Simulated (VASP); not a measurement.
ScF3: single point with LDA

ScF3:

```
CELL_PARAMETERS angstrom
4.17295 0.00000 0.00000
0.00000 4.17295 0.00000
0.00000 0.00000 3.69145
ATOMIC_POSITIONS crystal
Sc 0.00000 0.00000 0.00000
F 0.50000 0.00000 0.00000
F 0.00000 0.50000 0.00000
F 0.00000 0.00000 0.50000
```

This cell differs from its parent crystal: strain +0.040 along x and y, -0.080 along z.

```yaml
Program: VASP 6.6.1
Task: single point
Functional: LDA
Potentials_or_basis: VASP PAW LDA potentials, release 64 (Sc_sv, F)
Cutoff: 520 eV
k_mesh: 6 × 6 × 6
Occupations: gaussian, width 0.05 eV
Spin: no spin polarisation
```

The pressure is 1.7 GPa and the band gap on the k mesh is 5.79 eV, indirect (least direct gap 6.23 eV).

Stress tensor (GPa, compression positive):
```
-10.36   0.00   0.00
  0.00 -10.36   0.00
  0.00   0.00  25.86
```

Levels at points of the mesh, in eV from the valence-band top:
```tsv
k point	band 13	band 14	band 15	band 16	band 17	band 18	band 19	band 20
(0.00, 0.00, 0.00)	-0.62	-0.51	-0.51	-0.44	5.79	5.79	5.84	6.91
(0.50, 0.00, 0.00)	-1.00	-0.90	-0.81	-0.53	5.81	6.50	6.58	7.52
(0.50, 0.50, 0.00)	-2.02	-0.89	-0.89	-0.02	6.53	6.53	7.14	8.96
(0.00, 0.00, 0.50)	-1.22	-0.71	-0.48	-0.48	5.94	7.26	7.26	7.31
(0.50, 0.00, 0.50)	-0.95	-0.94	-0.80	-0.41	6.66	7.29	7.72	7.97
(0.50, 0.50, 0.50)	-1.90	-0.40	-0.40	0.00	7.23	7.76	7.76	9.71
```

Wall time 21 s on 1 thread of Intel(R) Xeon(R) 6975P-C (Granite Rapids) (shared host), peak memory 0.18 GiB.

Caveat: the cell differs from its parent crystal (strain +0.040 along x and y, -0.080 along z). A k mesh can miss the band edges.
